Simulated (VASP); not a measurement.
# NaI (R-3m) in VASP: notebook

NaI is run at these levels: PBE; tasks: single point, relaxation of cell and atoms.

Everything below comes from runs of VASP 6.6.1. Logs are shortened: lines on timing, memory, paths and dates and some standing lists are left out, and cuts for length are marked.

### 1 The cell of the first run

The typed cell holds 2 atoms: a = 4.617 Å, b = 4.617 Å, c = 4.617 Å, α = 60.03°, β = 60.03°, γ = 60.03°.

### 2 Single point, PBE

The input, INCAR:

```
SYSTEM = NaI
PREC = Accurate
ENCUT = 520
EDIFF = 1E-6
ISMEAR = 0
SIGMA = 0.02
LREAL = .False.
LASPH = .True.
NELM = 100
ALGO = Normal
ISIF = 2
LWAVE = .False.
LCHARG = .False.
GGA = PE
NBANDS = 14
```

The input, KPOINTS:

```
regular mesh
0
Gamma
  6 6 6
  0 0 0
```

The input, POSCAR:

```
NaI
1.0
    2.3092987435      1.3332742512      3.7687384065
   -2.3092987435      1.3332742512      3.7687384065
    0.0000000000     -2.6665485025      3.7687384065
Na I
1 1
Direct
    0.0000000000      0.0000000000      0.0000000000
    0.5000000000      0.5000000000      0.5000000000
```

Potentials or basis: VASP PAW PBE potentials, release 64 (Na_pv, I).

The run is started by

```sh
cat potpaw_PBE.64/Na_pv/POTCAR potpaw_PBE.64/I/POTCAR > POTCAR
mpirun -np 1 vasp_std > vasp.out
```

OUTCAR:

```text
SYSTEM = NaI
   PREC = Accurate
   ENCUT = 520
   EDIFF = 1E-6
   ISMEAR = 0
   LREAL = .False.
   LASPH = .True.
   NELM = 100
   ISIF = 2
   GGA = PE

 ion  position               nearest neighbor table
   1  0.000  0.000  0.000-
   2  0.500  0.500  0.500-

  LATTYP: Found a trigonal (rhomboedric) cell.
 ALAT       =     4.6166947151
 COS(alpha) =     0.4995877648

  Lattice vectors:

 A1 = (   2.3092987435,   1.3332742512,   3.7687384065)
 A2 = (  -2.3092987435,   1.3332742512,   3.7687384065)
 A3 = (   0.0000000000,  -2.6665485025,   3.7687384065)

Analysis of symmetry for initial positions (statically):
=====================================================================
 Subroutine PRICEL returns:
 Original cell was already a primitive cell.

 Routine SETGRP: Setting up the symmetry group for a
 trigonal (rhombohedral) supercell.

 Subroutine GETGRP returns: Found 12 space group operations
 (whereof 12 operations were pure point group operations)
 out of a pool of 12 trial point group operations.

The static configuration has the point symmetry D_3d.

Analysis of symmetry for dynamics (positions and initial velocities):
=====================================================================
 Subroutine PRICEL returns:
 Original cell was already a primitive cell.

 Routine SETGRP: Setting up the symmetry group for a
 trigonal (rhombohedral) supercell.

 Subroutine GETGRP returns: Found 12 space group operations
 (whereof 12 operations were pure point group operations)
 out of a pool of 12 trial point group operations.

The dynamic configuration has the point symmetry D_3d.

 Subroutine INISYM returns: Found 12 space group operations
 (whereof 12 operations are pure point group operations),
 and found     1 'primitive' translations

----------------------------------------------------------------------------------------

                                     Primitive cell

  volume of cell :      69.6221

  direct lattice vectors                    reciprocal lattice vectors
     2.309298743  1.333274251  3.768738406     0.216515945  0.125005539  0.088446928
    -2.309298743  1.333274251  3.768738406    -0.216515945  0.125005539  0.088446928
     0.000000000 -2.666548502  3.768738406     0.000000000 -0.250011078  0.088446928

  length of vectors
     4.616694715  4.616694715  4.616694715     0.265195019  0.265195019  0.265195019

  position of ions in fractional coordinates (direct lattice)
     0.000000000  0.000000000  0.000000000
     0.500000000  0.500000000  0.500000000

  ion indices of the primitive-cell ions
   primitive index   ion index
                 1           1
                 2           2

----------------------------------------------------------------------------------------

 KPOINTS: regular mesh

Automatic generation of k-mesh.
 Grid dimensions read from file:
 generate k-points for:    6    6    6

 Generating k-lattice:

  Cartesian coordinates                     Fractional coordinates (reciprocal lattice)
     0.036085991  0.020834257  0.014741155     0.166666667 -0.000000000  0.000000000
    -0.036085991  0.020834257  0.014741155    -0.000000000  0.166666667  0.000000000
     0.000000000 -0.041668513  0.014741155     0.000000000  0.000000000  0.166666667

  Length of vectors
     0.044199170  0.044199170  0.044199170

  Shift w.r.t. Gamma in fractional coordinates (k-lattice)
     0.000000000  0.000000000  0.000000000

 Subroutine IBZKPT returns following result:
 ===========================================

 Found     32 irreducible k-points:

 Following reciprocal coordinates:
            Coordinates               Weight
  0.000000  0.000000  0.000000      1.000000
  0.166667  0.000000  0.000000      6.000000
  0.333333  0.000000  0.000000      6.000000
  0.500000  0.000000  0.000000      3.000000
  0.166667  0.166667  0.000000      6.000000
  0.333333  0.166667  0.000000     12.000000
[... 16 lines left out ...]
  0.500000  0.500000  0.166667      6.000000
 -0.333333  0.500000  0.166667     12.000000
 [... further k-points ...]
   k-points           NKPTS =     32   k-points in BZ     NKDIM =     32   number of bands    NBANDS=     14
   number of dos      NEDOS =    301   number of ions     NIONS =      2
   total plane-waves  NPLWV =  46656
   dimension x,y,z NGX =    36 NGY =   36 NGZ =   36
   dimension x,y,z NGXF=    72 NGYF=   72 NGZF=   72
   ions per type =               1   1
   NGX,Y,Z   is equivalent  to a cutoff of  12.96, 12.96, 12.96 a.u.
   NGXF,Y,Z  is equivalent  to a cutoff of  25.93, 25.93, 25.93 a.u.
 SYSTEM =  NaI
   PREC   = accura    normal or accurate (medium, high low for compatibility)
   ISTART =      0    job   : 0-new  1-cont  2-samecut
   ICHARG =      2    charge: 1-file 2-atom 10-const
   ISPIN  =      1    spin polarized calculation?
   LNONCOLLINEAR =      F non collinear calculations
   LSORBIT =      F    spin-orbit coupling
   LASPH  =      T    aspherical Exc in radial PAW
   ENCUT  =  520.0 eV  38.22 Ry    6.18 a.u.   8.58  8.58  8.58*2*pi/ulx,y,z
   NELM   =    100;   NELMIN=  2; NELMDL= -5     # of ELM steps
   EDIFF  = 0.1E-05   stopping-criterion for ELM
   LREAL  =      F    real-space projection
   EDIFFG = 0.1E-04   stopping-criterion for IOM
   NSW    =      0    number of steps for IOM
   IBRION =     -1    ionic relax: 0-MD 1-quasi-New 2-CG
   NFREE  =      0    steps in history (QN), initial steepest desc. (CG)
   ISIF   =      2    stress and relaxation
   ISYM   =      2    0-nonsym 1-usesym 2-fastsym
   POTIM  = 0.5000    time-step for ionic-motion
   TEBEG  =    0.0;   TEEND  =   0.0 temperature during run
   PSTRESS=    0.0 pullay stress
   NELECT =      14.0000    total number of electrons
   NUPDOWN=      -1.0000    fix difference up-down
   EMIN   =  10.00;   EMAX   =-10.00  energy-range for DOS
   EFERMI =   0.00;   METHOD = LEGACY
   ISMEAR =     0;   SIGMA  =   0.02  broadening in eV -4-tet -1-fermi 0-gaus
   EFERMI_NEDOS =   21; number of points for ismear=-14 and -15
   IALGO  =     38    algorithm
   IMIX   =      4    mixing-type and parameters
     AMIX     =   0.40;   BMIX     =  1.00
     AMIX_MAG =   1.60;   BMIX_MAG =  1.00
  volume/ion in A,a.u.               =      34.81       234.92
  Fermi-wavevector in a.u.,A,eV,Ry     =   0.959110  1.812456 12.515898  0.919893
  Thomas-Fermi vector in A             =   2.088277
   LORBIT       =      0    0 simple, 1 ext, 2 COOP (PROOUT), +10 PAW based schemes
   GGA     = PE    functional components
   LHFCALC =     F    Hartree Fock is set to
   AEXX    =    0.0000 exact exchange contribution
   IVDW    =     0    specifies the selected vdW correction
   LEPSILON=     F    determine dielectric tensor
   LRPA    =     F    only Hartree local field effects (RPA)
 non-spin polarized calculation
 Gauss-broadening in eV      SIGMA  =   0.02
  energy-cutoff  :      520.00
  volume of cell :       69.62
 maximum number of plane-waves:      1895
 NGX is ok and might be reduce to    36
   NGX = 17   NGY = 17   NGZ = 17

 number of electron      13.9999993 magnetization

 Free energy of the ion-electron system (eV)
  ---------------------------------------------------
  ext. energy  EPLUGINS =         0.00000000
  ---------------------------------------------------
  free energy    TOTEN  =        -5.38743989 eV

  energy without entropy =       -5.38743989  energy(sigma->0) =       -5.38743989

 E-fermi :   0.7356     XC(G=0):  -7.5984

 val. band max:        0.6271565475   @ k =   0.0000   0.0000   0.0000
 cond. band min:       4.1968495176   @ k =   0.0000   0.0000   0.0000
 fundamental gap:      3.5696929701
 Fermi energy:         0.7356226904

 k-point     1 :       0.0000    0.0000    0.0000
  band No.  band energies     occupation
      1     -21.8474      2.00000
      2     -21.8473      2.00000
      3     -21.8473      2.00000
      4     -10.3259      2.00000
      5       0.6246      2.00000
      6       0.6246      2.00000
      7       0.6272      2.00000
      8       4.1968      0.00000
      9       8.5513      0.00000
     10       8.5513      0.00000
     11       8.5581      0.00000
     12      10.3287      0.00000
     13      10.3287      0.00000
     14      11.0397      0.00000

 k-point     2 :       0.1667    0.0000    0.0000
  band No.  band energies     occupation
      1     -21.8485      2.00000
      2     -21.8475      2.00000
      3     -21.8474      2.00000
      4     -10.2575      2.00000
      5      -0.0765      2.00000
      6       0.5540      2.00000
      7       0.5561      2.00000
      8       4.9931      0.00000
      9       8.0601      0.00000
     10       8.7281      0.00000
     11       8.7335      0.00000
     12       9.8194      0.00000
     13       9.8223      0.00000
     14      11.3389      0.00000

 k-point     3 :       0.3333    0.0000    0.0000
  band No.  band energies     occupation
      1     -21.8508      2.00000
      2     -21.8476      2.00000
      3     -21.8476      2.00000
      4     -10.1132      2.00000
      5      -1.0620      2.00000
      6       0.4219      2.00000
      7       0.4235      2.00000
      8       5.6937      0.00000
      9       8.2994      0.00000
     10       8.3034      0.00000
     11       8.4917      0.00000
     12      10.6929      0.00000
     13      10.8452      0.00000
     14      10.8517      0.00000
[... 324 lines left out ...]
 k-point    23 :       0.5000    0.5000    0.1667
  band No.  band energies     occupation
      1     -21.8506      2.00000
      2     -21.8491      2.00000
      3     -21.8485      2.00000
      4      -9.9835      2.00000
      5      -1.0671      2.00000
      6      -0.2918      2.00000
      7       0.0164      2.00000
      8       5.6302      0.00000
      9       6.8088      0.00000
     10       9.0889      0.00000
     11      10.0814      0.00000
     12      11.2730      0.00000
     13      13.0307      0.00000
     14      13.6401      0.00000

 k-point    24 :      -0.3333    0.5000    0.1667
  band No.  band energies     occupation
      1     -21.8503      2.00000
      2     -21.8493      2.00000
      3     -21.8489      2.00000
      4      -9.9594      2.00000
      5      -0.9661      2.00000
      6      -0.4252      2.00000
      7      -0.2192      2.00000
      8       5.9337      0.00000
      9       7.1320      0.00000
     10       9.1038      0.00000
     11       9.1641      0.00000
     12      12.0784      0.00000
     13      12.9435      0.00000
     14      13.1004      0.00000

 [... further k-points ...]

------------------------ aborting loop because EDIFF is reached ----------------------------------------

  FORCE on cell =-STRESS in cart. coord.  units (eV):
  Direction    XX          YY          ZZ          XY          YZ          ZX
  --------------------------------------------------------------------------------------
  -------------------------------------------------------------------------------------
  Total        0.0061275      0.0061275      0.0099724      0.0000000     -0.0000000      0.0000000
  in kB        0.1410090      0.1410090      0.2294901      0.0000000     -0.0000000      0.0000000
  external PRESSURE =       0.1705027 kB  Pullay stress =       0.0000000 kB

 VOLUME and BASIS-vectors are now :
 -----------------------------------------------------------------------------
  energy-cutoff  :      520.00
  volume of cell :       69.62
      direct lattice vectors                 reciprocal lattice vectors
     2.309298743  1.333274251  3.768738406     0.216515945  0.125005539  0.088446928
    -2.309298743  1.333274251  3.768738406    -0.216515945  0.125005539  0.088446928
     0.000000000 -2.666548502  3.768738406     0.000000000 -0.250011078  0.088446928

 POSITION                                       TOTAL-FORCE (eV/Angst)
 -----------------------------------------------------------------------------------
      0.00000      0.00000      0.00000         0.000000     -0.000000      0.000000
      0.00000     -0.00000      5.65311        -0.000000      0.000000      0.000000
 -----------------------------------------------------------------------------------
    total drift:                                0.000000     -0.000000      0.000000

  FREE ENERGIE OF THE ION-ELECTRON SYSTEM (eV)
  ---------------------------------------------------
  free  energy   TOTEN  =        -5.3874398923 eV

  energy  without entropy=       -5.3874398923  energy(sigma->0) =       -5.38743989
```

It took 10 s on 1 thread of Intel Xeon 6975P-C (Granite Rapids), shared host; peak memory 0.21 GiB.

Results:

| Property | Result |
| --- | --- |
| Free energy | -5.3874 eV |
| Pressure | 0.0 GPa |
| Band gap on the k mesh | 3.57 eV, direct |

Caveat: spin-orbit coupling is left out, which moves the levels of the heavy elements.

### 3 Relaxation of cell and atoms, PBE

This run uses another cell than the first one, of 34.63 Å³/atom, 0.995 times its volume.

The input, INCAR:

```
SYSTEM = NaI
ALGO = Normal ; EDIFF = 1E-6
EDIFFG = -0.01 ; ENCUT = 600
GGA = PE ; IBRION = 2
ISIF = 3 ; ISMEAR = 0
LASPH = .TRUE. ; LCHARG = .FALSE.
LREAL = .FALSE. ; LWAVE = .FALSE.
NELM = 100 ; NSW = 100
PREC = Accurate ; SIGMA = 0.02
```

The input, KPOINTS:

```
k-points
0
G
  6 6 6
  0 0 0
```

The input, POSCAR:

```
NaI
1.0
    2.3112369879      1.3343932971      3.7431022437
   -2.3112369879      1.3343932971      3.7431022437
    0.0000000000     -2.6687865943      3.7431022437
Na I
1 1
Direct
    0.0000000000      0.0000000000      0.0000000000
    0.5000000000      0.5000000000      0.5000000000
```

Potentials or basis: VASP PAW PBE potentials, release 64 (Na_pv, I).

The run is started by

```sh
cat potpaw_PBE.64/Na_pv/POTCAR potpaw_PBE.64/I/POTCAR > POTCAR
mpirun -np 1 vasp_std > vasp.out
```

Wall time 24 s (1 thread of Intel Xeon 6975P-C (Granite Rapids), shared host); peak memory 0.25 GiB.

It converged, with:

| Item | Value |
| --- | --- |
| Free energy | -5.3874 eV |
| Relaxed volume | 34.84 Å³/atom |
| Relaxed cell | a = 4.610 Å, b = 4.610 Å, c = 4.610 Å, α = 60.26°, β = 60.26°, γ = 60.26° |
| Space group after relaxing (to 0.05 Å) | Fm-3m (No. 225) |
| Energy gained by relaxing | 0.1 meV/atom |
| Ionic steps | 3 |
| Pressure after relaxing | 0.0 GPa |
| Band gap on the k mesh | 3.55 eV, direct |

Stress tensor (GPa, compression positive):
```
-0.04  0.00  0.00
 0.00 -0.04  0.00
 0.00  0.00  0.04
```

Step by step:
| step | energy change (eV) | largest force (eV/Å) | pressure (GPa) | volume (Å³) |
| --- | --- | --- | --- | --- |
| 1 | 0.0000 | 0.0000 | 0.10 | 69.26 |
| 2 | -0.0001 | 0.0000 | 0.04 | 69.47 |
| 3 | -0.0002 | 0.0000 | -0.01 | 69.68 |

Final structure:
```yaml
crystal:
  lattice:
    - [2.31400, 1.33599, 3.75658]
    - [-2.31400, 1.33599, 3.75658]
    - [0.00000, -2.67197, 3.75658]
  atoms:
    - { symbol: Na, position: [0.00000, 0.00000, 0.00000] }
    - { symbol: I, position: [0.50000, 0.50000, 0.50000] }
```

Levels at points of the mesh, in eV from the valence-band top:
```csv
k point,band 3,band 4,band 5,band 6,band 7,band 8,band 9,band 10,band 11
"(0.00, 0.00, 0.00)",-22.49,-10.97,-0.02,-0.02,0.00,3.55,7.89,7.89,7.96
"(0.50, 0.00, 0.00)",-22.49,-10.68,-2.10,-0.28,-0.27,5.07,7.39,7.43,8.51
"(0.50, 0.50, 0.00)",-22.49,-10.61,-1.83,-0.74,-0.71,4.46,5.59,9.68,11.11
"(0.50, 0.50, 0.50)",-22.49,-10.67,-2.10,-0.29,-0.29,5.05,7.38,7.38,8.53
```

Caveat: spin-orbit coupling is left out, which moves the levels of the heavy elements. Expect the measured gap to be larger: semilocal functionals such as PBE lack the derivative discontinuity.
